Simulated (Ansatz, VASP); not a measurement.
## Two plane-wave programs on Mg2GeN3

```
Mg Ge N
1.0
     1.51177    0.87282    7.93717
    -1.51177    0.87282    7.93717
     0.00000   -1.74564    7.93717
Mg Ge N
2 1 3
Direct
  0.11508 0.11508 0.11508
  0.88492 0.88492 0.88492
  0.00000 0.00000 0.00000
  0.37959 0.37959 0.37959
  0.62041 0.62041 0.62041
  0.50000 0.50000 0.50000
```

Alike in both runs: functional PBE; k mesh 12 × 12 × 12; occupations gaussian, width 0.1 eV; no spin polarisation.

Ansatz relaxed the structure, and its values are those at the end. VASP's run is a single point on that final structure, the one shown.

|  | VASP | Ansatz |
| --- | --- | --- |
| version | VASP 6.6.1 | Ansatz 0.2.0 |
| potentials or method | VASP PAW PBE potentials, release 64 (Mg, Ge_d, N), cutoff 520 eV | scalar-relativistic, plane waves, PAW |
| valence electrons in the cell | 33 | 49 |

Ansatz gave:

- gap on the k mesh at the Fermi level (eV): none
- pressure (GPa): 0.0
- rms of the force components (eV/Å): 0.000

Q: What did VASP give for the same quantities?

A: gap on the k mesh at the Fermi level (eV): none; pressure (GPa): -0.3; rms of the force components (eV/Å): 0.012.

A gap of «none» marks a metal or a gap that the smearing closes. VASP's potentials hold 33 valence electrons a cell and Ansatz's 49, so a difference there can come from the potentials and not from the codes.
